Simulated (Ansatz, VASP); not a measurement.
## BN in VASP and in Ansatz

File POSCAR:

```
BN
1.0
    2.6457080014      0.0000000000      0.0000000000
   -1.3228540007      2.2912503402      0.0000000000
    0.0000000000      0.0000000000      4.1896410019
B N
2 2
Direct
    0.3333333333      0.6666666667      0.0003656847
    0.6666666667      0.3333333333      0.5003656847
    0.3333333333      0.6666666667      0.3746343153
    0.6666666667      0.3333333333      0.8746343153
```

File INCAR.step1:

```
SYSTEM = BN
PREC     = Accurate       ! precision mode
ENCUT    = 520            ! plane-wave cutoff, eV
ISMEAR   = 0              ! smearing method
SIGMA    = 0.01           ! smearing width, eV
LREAL    = .FALSE.        ! projectors in reciprocal space
LASPH    = .TRUE.         ! aspherical terms in the spheres
NELM     = 80             ! most SCF steps
NBANDS   = 16             ! bands
GGA      = PE             ! functional
ALGO     = Normal         ! electronic algorithm
EDIFF    = 1E-4           ! SCF threshold, eV
LWAVE    = .TRUE.         ! write WAVECAR
LCHARG   = .FALSE.        ! write CHGCAR
```

File INCAR.step2:

```
SYSTEM = BN
PREC     = Accurate       ! precision mode
ENCUT    = 520            ! plane-wave cutoff, eV
EDIFF    = 1E-7           ! SCF threshold, eV
ISMEAR   = 0              ! smearing method
SIGMA    = 0.01           ! smearing width, eV
LREAL    = .FALSE.        ! projectors in reciprocal space
LASPH    = .TRUE.         ! aspherical terms in the spheres
NELM     = 80             ! most SCF steps
ALGO     = Normal         ! electronic algorithm
ISIF     = 2              ! what is computed and relaxed
LWAVE    = .FALSE.        ! write WAVECAR
LCHARG   = .FALSE.        ! write CHGCAR
METAGGA  = R2SCAN         ! meta-GGA
LMIXTAU  = .TRUE.       
NBANDS   = 16             ! bands
ISTART   = 1
```

KPOINTS

```
Automatic mesh
0
G
  12 12 6
  0 0 0
```

Input for Ansatz:

```yaml
crystal:
  lattice:
    - [2.6457080014, 0.0, 0.0]
    - [-1.3228540007, 2.2912503402, 0.0]
    - [0.0, 0.0, 4.1896410019]
  atoms:
    - { symbol: B, position: [0.3333333333, 0.6666666667, 0.0003656847] }
    - { symbol: B, position: [0.6666666667, 0.3333333333, 0.5003656847] }
    - { symbol: "N", position: [0.3333333333, 0.6666666667, 0.3746343153] }
    - { symbol: "N", position: [0.6666666667, 0.3333333333, 0.8746343153] }
kpoints:
  mp_grid: { grid: [12, 12, 6] }
  band_path:
    path:
      - [0.0, 0.0, 0.0]
      - [0.5, 0.0, 0.0]
      - [0.3333333333, 0.3333333333, 0.0]
      - [0.0, 0.0, 0.5]
      - [0.5, 0.0, 0.5]
      - [0.3333333333, 0.3333333333, 0.5]
      - [0.1, 0.0, 0.0]
    npoints: 1
hamiltonian:
  xc: r2scan
scf:
  occupations: { method: fixed }
  n_extra_bands: 5
output:
  forces: true
  stress: true
  eigenvalues: true
```

Change from the starting cell: epitaxial_xy strain +4.0%.

Alike in both runs: task single point; functional r2SCAN; k mesh 12 × 12 × 6; no spin polarisation.

|  | VASP | Ansatz |
| --- | --- | --- |
| version | VASP 6.6.1 | Ansatz 0.2.0 |
| potentials or method | VASP PAW PBE potentials, release 64 (B, N) | plane waves, PAW |
| plane-wave cutoff (eV) | 520 | 500 |
| occupations | gaussian, width 0.01 eV | fixed |
| valence electrons in the cell | 16 | 16 |

Ansatz gave:

```
gap on the k mesh at the Fermi level (eV)                     : 5.95
pressure (GPa)                                                : -24.3
traceless stress, the component that is largest in VASP (GPa) : 24.35
rms of the force components (eV/Å)                            : 0.000
```

Task: Which values does VASP return?

Result: gap on the k mesh at the Fermi level (eV): 5.92; pressure (GPa): -23.5; traceless stress, the component that is largest in VASP (GPa): 24.50; rms of the force components (eV/Å): 0.005.

VASP's potentials were made for PBE, not for r2SCAN. Atom by atom the forces differ by 0.005 eV/Å (rms over components).
